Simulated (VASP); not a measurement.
# CaS: density of states with PBE

The system is CaS.

```
Ca S
1.0
     0.00000    2.84300    2.84300
     2.84300    0.00000    2.84300
     2.84300    2.84300    0.00000
Ca S
1 1
Direct
  0.00000 0.00000 0.00000
  0.50000 0.50000 0.50000
```

| Property | Result |
| --- | --- |
| Program | VASP 6.6.1 |
| Task | density of states |
| Functional | PBE |
| Potentials or basis | VASP PAW PBE potentials, release 64 (Ca_sv, S) |
| Cutoff | 400 eV |
| k mesh | 7 × 7 × 7 |
| Occupations | fermi-dirac, width 0.01 eV |
| Spin | no spin polarisation |
| Dipole correction | no |
| k mesh for the DOS | 11 × 11 × 11 |
| Occupations for the DOS | tetrahedron |
| Further INCAR settings | ALGO = Normal; EDIFF = 1e-06; NBANDS = 15 |

```json
{
  "Valence electrons inside the program's atomic spheres": "Ca 8.13; S 3.79"
}
```

Levels at points of the mesh, in eV from the valence-band top:
```tsv
k point	band 6	band 7	band 8	band 9	band 10	band 11
(0.00, 0.00, 0.00)	0.00	0.00	0.00	4.16	4.16	4.16
```

Run time: 20 s on 1 thread of Intel Xeon 6975P-C (shared host), peak memory 0.16 GiB.
